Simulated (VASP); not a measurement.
# Y (I4/mmm) in VASP: notebook

The runs below take Y through single point, with PBEsol.

All numbers are computed with VASP 6.6.1; they aren't measurements. Logs are shortened: lines on timing, memory, paths and dates and some standing lists are left out, and cuts for length are marked.

**1. The cell of the first run**

Symmetry: I4/mmm, No. 139, tetragonal system. The conventional cell has a = 3.795 Å, b = 3.795 Å, c = 5.169 Å, α = 90.00°, β = 90.00°, γ = 90.00°. Within 4.9 Å of Y (site symmetry 4/mmm) lie 12 Y at 3.73 to 3.80 Å.

**2. Single point, PBEsol (strain +0.080 along x and y, +0.040 along z)**

INCAR reads:

```
SYSTEM = Y
PREC = Accurate
ENCUT = 520
EDIFF = 1E-6
ISMEAR = 0
SIGMA = 0.15
LREAL = .False.
LASPH = .True.
NELM = 80
ALGO = Fast
ISIF = 2
LWAVE = .False.
LCHARG = .True.
GGA = PS
LELF = .True.
LVHAR = .True.
NBANDS = 12
```

KPOINTS reads:

```
regular mesh
0
Gamma
  16 16 16
  0 0 0
```

POSCAR reads:

```
Y
1.0
    0.0000000000      2.6838000000      2.5844000000
    2.6838000000      0.0000000000      2.5844000000
    2.6838000000      2.6838000000      0.0000000000
Y
1
Direct
    0.0000000000      0.0000000000      0.0000000000
```

Potentials or basis: VASP PAW PBE potentials, release 64 (Y_sv).

Command:

```
cat potpaw_PBE.64/Y_sv/POTCAR > POTCAR
mpirun -np 1 vasp_std > vasp.out
```

OUTCAR:

```text
SYSTEM = Y
   PREC = Accurate
   ENCUT = 520
   EDIFF = 1E-6
   ISMEAR = 0
   LREAL = .False.
   LASPH = .True.
   NELM = 80
   ISIF = 2
   GGA = PS

 ion  position               nearest neighbor table
   1  0.000  0.000  0.000-

  LATTYP: Found a body centered tetragonal cell.
 ALAT       =     3.7954663587
 C/A-ratio  =     1.3618352823

  Lattice vectors:

 A1 = (   0.0000000000,  -2.6838000000,  -2.5844000000)
 A2 = (   0.0000000000,   2.6838000000,  -2.5844000000)
 A3 = (   2.6838000000,   0.0000000000,   2.5844000000)

Analysis of symmetry for initial positions (statically):
=====================================================================
 Subroutine PRICEL returns:
 Original cell was already a primitive cell.

 Routine SETGRP: Setting up the symmetry group for a
 body centered tetragonal supercell.

 Subroutine GETGRP returns: Found 16 space group operations
 (whereof 16 operations were pure point group operations)
 out of a pool of 16 trial point group operations.

The static configuration has the point symmetry D_4h.

Analysis of symmetry for dynamics (positions and initial velocities):
=====================================================================
 Subroutine PRICEL returns:
 Original cell was already a primitive cell.

 Routine SETGRP: Setting up the symmetry group for a
 body centered tetragonal supercell.

 Subroutine GETGRP returns: Found 16 space group operations
 (whereof 16 operations were pure point group operations)
 out of a pool of 16 trial point group operations.

The dynamic configuration has the point symmetry D_4h.

 Subroutine INISYM returns: Found 16 space group operations
 (whereof 16 operations are pure point group operations),
 and found     1 'primitive' translations

----------------------------------------------------------------------------------------

                                     Primitive cell

  volume of cell :      37.2297

  direct lattice vectors                    reciprocal lattice vectors
     0.000000000  2.683800000  2.584400000    -0.186303003  0.186303003  0.193468503
     2.683800000  0.000000000  2.584400000     0.186303003 -0.186303003  0.193468503
     2.683800000  2.683800000  0.000000000     0.186303003  0.186303003 -0.193468503

  length of vectors
     3.725842965  3.725842965  3.795466359     0.326875634  0.326875634  0.326875634

  position of ions in fractional coordinates (direct lattice)
     0.000000000  0.000000000  0.000000000

  ion indices of the primitive-cell ions
   primitive index   ion index
                 1           1

----------------------------------------------------------------------------------------

 KPOINTS: regular mesh

Automatic generation of k-mesh.
 Grid dimensions read from file:
 generate k-points for:   16   16   16

 Generating k-lattice:

  Cartesian coordinates                     Fractional coordinates (reciprocal lattice)
    -0.011643938  0.011643938  0.012091781     0.062500000 -0.000000000  0.000000000
     0.011643938 -0.011643938  0.012091781    -0.000000000  0.062500000  0.000000000
     0.011643938  0.011643938 -0.012091781     0.000000000  0.000000000  0.062500000

  Length of vectors
     0.020429727  0.020429727  0.020429727

  Shift w.r.t. Gamma in fractional coordinates (k-lattice)
     0.000000000  0.000000000  0.000000000

 Subroutine IBZKPT returns following result:
 ===========================================

 Found    349 irreducible k-points:

 Following reciprocal coordinates:
            Coordinates               Weight
  0.000000  0.000000  0.000000      1.000000
  0.062500  0.000000  0.000000      8.000000
  0.125000  0.000000  0.000000      8.000000
  0.187500  0.000000  0.000000      8.000000
  0.250000  0.000000  0.000000      8.000000
  0.312500  0.000000  0.000000      8.000000
[... 16 lines left out ...]
 -0.125000  0.062500  0.000000      8.000000
 -0.062500  0.062500  0.000000      4.000000
 [... further k-points ...]
   k-points           NKPTS =    349   k-points in BZ     NKDIM =    349   number of bands    NBANDS=     12
   number of dos      NEDOS =    301   number of ions     NIONS =      1
   total plane-waves  NPLWV =  21952
   dimension x,y,z NGX =    28 NGY =   28 NGZ =   28
   dimension x,y,z NGXF=    56 NGYF=   56 NGZF=   56
   ions per type =               1
   NGX,Y,Z   is equivalent  to a cutoff of  12.49, 12.49, 12.26 a.u.
   NGXF,Y,Z  is equivalent  to a cutoff of  24.99, 24.99, 24.53 a.u.
 SYSTEM =  Y
   PREC   = accura    normal or accurate (medium, high low for compatibility)
   ISTART =      0    job   : 0-new  1-cont  2-samecut
   ICHARG =      2    charge: 1-file 2-atom 10-const
   ISPIN  =      1    spin polarized calculation?
   LNONCOLLINEAR =      F non collinear calculations
   LSORBIT =      F    spin-orbit coupling
   LASPH  =      T    aspherical Exc in radial PAW
   ENCUT  =  520.0 eV  38.22 Ry    6.18 a.u.   6.93  6.93  7.06*2*pi/ulx,y,z
   NELM   =     80;   NELMIN=  2; NELMDL= -5     # of ELM steps
   EDIFF  = 0.1E-05   stopping-criterion for ELM
   LREAL  =      F    real-space projection
   EDIFFG = 0.1E-04   stopping-criterion for IOM
   NSW    =      0    number of steps for IOM
   IBRION =     -1    ionic relax: 0-MD 1-quasi-New 2-CG
   NFREE  =      0    steps in history (QN), initial steepest desc. (CG)
   ISIF   =      2    stress and relaxation
   ISYM   =      2    0-nonsym 1-usesym 2-fastsym
   POTIM  = 0.5000    time-step for ionic-motion
   TEBEG  =    0.0;   TEEND  =   0.0 temperature during run
   PSTRESS=    0.0 pullay stress
   NELECT =      11.0000    total number of electrons
   NUPDOWN=      -1.0000    fix difference up-down
   EMIN   =  10.00;   EMAX   =-10.00  energy-range for DOS
   EFERMI =   0.00;   METHOD = LEGACY
   ISMEAR =     0;   SIGMA  =   0.15  broadening in eV -4-tet -1-fermi 0-gaus
   EFERMI_NEDOS =   21; number of points for ismear=-14 and -15
   IALGO  =     68    algorithm
   IMIX   =      4    mixing-type and parameters
     AMIX     =   0.40;   BMIX     =  1.00
     AMIX_MAG =   1.60;   BMIX_MAG =  1.00
  volume/ion in A,a.u.               =      37.23       251.24
  Fermi-wavevector in a.u.,A,eV,Ry     =   1.090375  2.060509 16.176194  1.188917
  Thomas-Fermi vector in A             =   2.226598
   LORBIT       =      0    0 simple, 1 ext, 2 COOP (PROOUT), +10 PAW based schemes
   GGA     = PS    functional components
   LHFCALC =     F    Hartree Fock is set to
   AEXX    =    0.0000 exact exchange contribution
   IVDW    =     0    specifies the selected vdW correction
   LEPSILON=     F    determine dielectric tensor
   LRPA    =     F    only Hartree local field effects (RPA)
 non-spin polarized calculation
 RMM-DIIS sequential band-by-band and
 Gauss-broadening in eV      SIGMA  =   0.15
  energy-cutoff  :      520.00
  volume of cell :       37.23
 maximum number of plane-waves:      1017
   NGX = 13   NGY = 13   NGZ = 15

 number of electron      11.0000000 magnetization

 Free energy of the ion-electron system (eV)
  ---------------------------------------------------
  ext. energy  EPLUGINS =         0.00000000
  ---------------------------------------------------
  free energy    TOTEN  =        -6.67269984 eV

  energy without entropy =       -6.64995242  energy(sigma->0) =       -6.66132613

 E-fermi :   2.3637     XC(G=0):  -9.0556

 val. band max:        2.3620011509   @ k =  -0.4375   0.3125   0.1875
 cond. band min:       2.3662826325   @ k =  -0.4375   0.2500   0.1875
 fundamental gap:      0.0042814816
 Fermi energy:         2.3637244104

 k-point     1 :       0.0000    0.0000    0.0000
  band No.  band energies     occupation
      1     -40.5929      2.00000
      2     -20.3811      2.00000
      3     -20.3811      2.00000
      4     -20.3809      2.00000
      5      -2.1775      2.00000
      6       3.9003      0.00000
      7       3.9003      0.00000
      8       4.1623      0.00000
      9       5.4895      0.00000
     10       5.8450      0.00000
     11      10.9841      0.00000
     12      13.6158      0.00000

 k-point     2 :       0.0625    0.0000    0.0000
  band No.  band energies     occupation
      1     -40.5916      2.00000
      2     -20.3953      2.00000
      3     -20.3833      2.00000
      4     -20.3825      2.00000
      5      -2.0926      2.00000
      6       3.8448      0.00000
      7       3.9392      0.00000
      8       4.1644      0.00000
      9       5.4549      0.00000
     10       5.7976      0.00000
     11      11.1748      0.00000
     12      13.3099      0.00000

 k-point     3 :       0.1250    0.0000    0.0000
  band No.  band energies     occupation
      1     -40.5877      2.00000
      2     -20.4356      2.00000
      3     -20.3897      2.00000
      4     -20.3867      2.00000
      5      -1.8442      2.00000
      6       3.6357      0.00000
      7       4.0318      0.00000
      8       4.2337      0.00000
      9       5.3907      0.00000
     10       5.6912      0.00000
     11      11.6612      0.00000
     12      12.5539      0.00000

 k-point     4 :       0.1875    0.0000    0.0000
  band No.  band energies     occupation
      1     -40.5819      2.00000
      2     -20.4952      2.00000
      3     -20.3993      2.00000
      4     -20.3931      2.00000
      5      -1.4528      2.00000
      6       3.3344      0.00000
      7       4.1011      0.00000
      8       4.3279      0.00000
      9       5.4088      0.00000
     10       5.6270      0.00000
     11      11.5825      0.00000
     12      12.4434      0.00000

 k-point     5 :       0.2500    0.0000    0.0000
  band No.  band energies     occupation
      1     -40.5750      2.00000
      2     -20.5646      2.00000
      3     -20.4105      2.00000
      4     -20.4006      2.00000
      5      -0.9559      2.00000
      6       3.0347      0.00000
      7       4.0651      0.00000
      8       4.3385      0.00000
      9       5.6198      0.00000
     10       5.7298      0.00000
     11      10.8529      0.00000
     12      12.6679      0.00000
[... 228 lines left out ...]
      1     -40.5721      2.00000
      2     -20.5838      2.00000
      3     -20.4192      2.00000
      4     -20.4105      2.00000
      5      -0.7254      2.00000
      6       2.9333      0.00000
      7       4.1162      0.00000
      8       4.2040      0.00000
      9       5.4309      0.00000
     10       6.1172      0.00000
     11      10.8148      0.00000
     12      12.6103      0.00000

 k-point    22 :      -0.1875    0.0625    0.0000
  band No.  band energies     occupation
      1     -40.5790      2.00000
      2     -20.5159      2.00000
      3     -20.4107      2.00000
      4     -20.3993      2.00000
      5      -1.2414      2.00000
      6       3.1941      0.00000
      7       4.1941      0.00000
      8       4.2940      0.00000
      9       5.1678      0.00000
     10       5.8825      0.00000
     11      11.5451      0.00000
     12      12.6801      0.00000

 k-point    23 :      -0.1250    0.0625    0.0000
  band No.  band energies     occupation
      1     -40.5851      2.00000
      2     -20.4551      2.00000
      3     -20.4014      2.00000
      4     -20.3902      2.00000
      5      -1.6668      2.00000
      6       3.4663      0.00000
      7       4.1250      0.00000
      8       4.3041      0.00000
      9       5.1675      0.00000
     10       5.7982      0.00000
     11      11.9770      0.00000
     12      12.3852      0.00000

 k-point    24 :      -0.0625    0.0625    0.0000
  band No.  band energies     occupation
      1     -40.5895      2.00000
      2     -20.4125      2.00000
      3     -20.3916      2.00000
      4     -20.3845      2.00000
      5      -1.9586      2.00000
      6       3.6921      0.00000
      7       4.0038      0.00000
      8       4.2525      0.00000
      9       5.3121      0.00000
     10       5.8080      0.00000
     11      11.4597      0.00000
     12      12.9373      0.00000

 [... further k-points ...]
[... 5 lines left out ...]
  --------------------------------------------------------------------------------------
  -------------------------------------------------------------------------------------
  Total       -1.4196617     -1.4196617     -1.2215672      0.0000000     -0.0000000      0.0000000
  in kB      -61.0949673    -61.0949673    -52.5699933      0.0000000     -0.0000000      0.0000000
  external PRESSURE =     -58.2533093 kB  Pullay stress =       0.0000000 kB

 VOLUME and BASIS-vectors are now :
 -----------------------------------------------------------------------------
  energy-cutoff  :      520.00
  volume of cell :       37.23
      direct lattice vectors                 reciprocal lattice vectors
     0.000000000  2.683800000  2.584400000    -0.186303003  0.186303003  0.193468503
     2.683800000  0.000000000  2.584400000     0.186303003 -0.186303003  0.193468503
     2.683800000  2.683800000  0.000000000     0.186303003  0.186303003 -0.193468503

 POSITION                                       TOTAL-FORCE (eV/Angst)
 -----------------------------------------------------------------------------------
      0.00000      0.00000      0.00000         0.000000      0.000000      0.000000
 -----------------------------------------------------------------------------------
    total drift:                               -0.000000     -0.000000     -0.000000

  FREE ENERGIE OF THE ION-ELECTRON SYSTEM (eV)
  ---------------------------------------------------
  free  energy   TOTEN  =        -6.6726998414 eV

  energy  without entropy=       -6.6499524233  energy(sigma->0) =       -6.66132613
```

It took 77 s on 1 thread of Intel Xeon 6975P-C (Granite Rapids), shared host; peak memory 0.3 GiB.

What came out:

| Item | Value |
| --- | --- |
| Free energy | -6.6727 eV |
| Pressure | -5.8 GPa |

Levels at points of the mesh, in eV from the Fermi level:
```
           k point  band 1  band 2  band 3  band 4  band 5  band 6  band 7  band 8  band 9  band 10
(0.00, 0.00, 0.00)  -42.96  -22.74  -22.74  -22.74   -4.54    1.54    1.54    1.80    3.13     3.48
(0.50, 0.00, 0.00)  -42.92  -23.11  -22.80  -22.78   -1.83    0.32    1.34    1.64    4.45     4.62
(0.50, 0.50, 0.00)  -42.91  -23.09  -22.89  -22.89   -1.43   -0.71    1.87    4.52    4.88     4.88
(0.50, 0.00, 0.50)  -42.91  -23.08  -22.88  -22.85   -1.50   -0.63    1.45    4.52    4.74     4.99
```

Caveat: the cell differs from its parent crystal (strain +0.080 along x and y, +0.040 along z); the PAW data sets were made with another functional, which shifts forces and pressure a little.

**3. Single point, PBEsol (strain -0.080 along x and y, +0.000 along z)**

INCAR reads:

```
SYSTEM = Y
  ALGO = Normal
  EDIFF = 1E-6
  ENCUT = 520
  GGA = PS
  ISIF = 2
  ISMEAR = 0
  LASPH = .True.
  LCHARG = .False.
  LREAL = .False.
  LWAVE = .False.
  NBANDS = 12
  NELM = 60
  PREC = Accurate
  SIGMA = 0.15
```

KPOINTS reads:

```
k-points
0
Gamma
  16 16 16
  0 0 0
```

POSCAR reads:

```
Y
1.0
    0.0000000000      2.2862000000      2.4850000000
    2.2862000000      0.0000000000      2.4850000000
    2.2862000000      2.2862000000      0.0000000000
Y
1
Direct
    0.0000000000      0.0000000000      0.0000000000
```

Potentials or basis: VASP PAW PBE potentials, release 64 (Y_sv).

Command:

```
cat potpaw_PBE.64/Y_sv/POTCAR > POTCAR
mpirun -np 1 vasp_std > vasp.out
```

Run time: 37 s. Hardware: 1 thread of Intel Xeon 6975P-C (Granite Rapids), shared host; peak memory 0.26 GiB.

Results (log left out):

```
Free energy : -6.6748 eV
Pressure    : 9.1 GPa
```

Stress tensor (GPa, compression positive):
```
10.15  0.00  0.00
 0.00 10.15  0.00
 0.00  0.00  7.05
```

Levels at points of the mesh, in eV from the Fermi level:
| k point | band 2 | band 3 | band 4 | band 5 | band 6 | band 7 | band 8 | band 9 | band 10 | band 11 |
| --- | --- | --- | --- | --- | --- | --- | --- | --- | --- | --- |
| (0.00, 0.00, 0.00) | -21.58 | -21.55 | -21.55 | -5.01 | 1.48 | 2.35 | 2.35 | 3.90 | 5.28 | 9.73 |
| (0.50, 0.00, 0.00) | -22.74 | -21.77 | -21.63 | -2.27 | 1.33 | 1.52 | 2.27 | 6.35 | 6.82 | 9.40 |
| (0.50, 0.50, 0.00) | -22.64 | -21.86 | -21.86 | -2.33 | -1.19 | 2.57 | 6.73 | 7.15 | 7.15 | 10.08 |
| (0.50, 0.00, 0.50) | -22.66 | -22.12 | -21.92 | -2.32 | -1.38 | 3.75 | 6.43 | 6.61 | 7.69 | 8.69 |

Caveat: the cell differs from its parent crystal (strain -0.080 along x and y, +0.000 along z); the PAW data sets were made with another functional, which shifts forces and pressure a little.

**4. Single point, PBEsol (strain -0.040 along x and y, -0.080 along z)**

INCAR reads:

```
  PREC = Accurate
  ENCUT = 520
  EDIFF = 1E-7
  ISMEAR = 0
  SIGMA = 0.15
  LREAL = F
  LASPH = T
  NELM = 60
  ALGO = Fast
  ISIF = 2
  LWAVE = F
  LCHARG = F
  GGA = PS
  NBANDS = 12
```

KPOINTS reads:

```
Automatic mesh
0
Gamma
  16 16 16
```

POSCAR reads:

```
Y
1.0
    0.0000000000      2.3856000000      2.2862000000
    2.3856000000      0.0000000000      2.2862000000
    2.3856000000      2.3856000000      0.0000000000
Y
1
Direct
    0.0000000000      0.0000000000      0.0000000000
```

Command:

```
cat potpaw_PBE.64/Y_sv/POTCAR > POTCAR
mpirun -np 1 vasp_std > vasp.out
```

Run time: 91 s. Hardware: 1 thread of Intel Xeon 6975P-C (Granite Rapids), shared host; peak memory 0.27 GiB.

It converged, with:

| Property | Result |
| --- | --- |
| Free energy | -6.6879 eV |
| Pressure | 9.1 GPa |

Stress tensor (GPa, compression positive):
```
 8.60  0.00  0.00
 0.00  8.60  0.00
 0.00  0.00 10.00
```

Levels at points of the mesh, in eV from the Fermi level:
| k point | band 4 | band 5 | band 6 | band 7 | band 8 | band 9 |
| --- | --- | --- | --- | --- | --- | --- |
| (0.00, 0.00, 0.00) | -21.55 | -5.01 | 1.89 | 1.89 | 2.30 | 4.32 |
| (0.50, 0.00, 0.00) | -21.67 | -2.27 | 1.51 | 1.53 | 2.04 | 6.44 |
| (0.50, 0.50, 0.00) | -22.02 | -2.30 | -1.43 | 3.75 | 6.59 | 7.18 |
| (0.50, 0.00, 0.50) | -21.90 | -2.32 | -1.29 | 3.13 | 6.60 | 6.93 |

Caveat: the cell differs from its parent crystal (strain -0.040 along x and y, -0.080 along z); the PAW data sets were made with another functional, which shifts forces and pressure a little.

**5. Overview**

| cell | gap on the mesh (eV) | pressure (GPa) |
| --- | --- | --- |
| a = 3.726, b = 3.726, c = 3.795 Å, angles 59.4, 59.4, 61.2°, 1 atom | none | -5.8 |
| a = 3.377, b = 3.377, c = 3.233 Å, angles 61.4, 61.4, 57.2°, 1 atom | none | 9.1 |
| a = 3.304, b = 3.304, c = 3.374 Å, angles 59.3, 59.3, 61.4°, 1 atom | none | 9.1 |

Alike in all rows: task single point; level PBEsol; potentials or basis VASP PAW PBE potentials, release 64 (Y_sv); no spin polarisation; k mesh 16 × 16 × 16; cutoff (eV) 520; smearing gaussian 0.15 eV.

Caveats: the PAW data sets were made with another functional, which shifts forces and pressure a little.

Absolute energies hang on the potentials; compare differences alone.
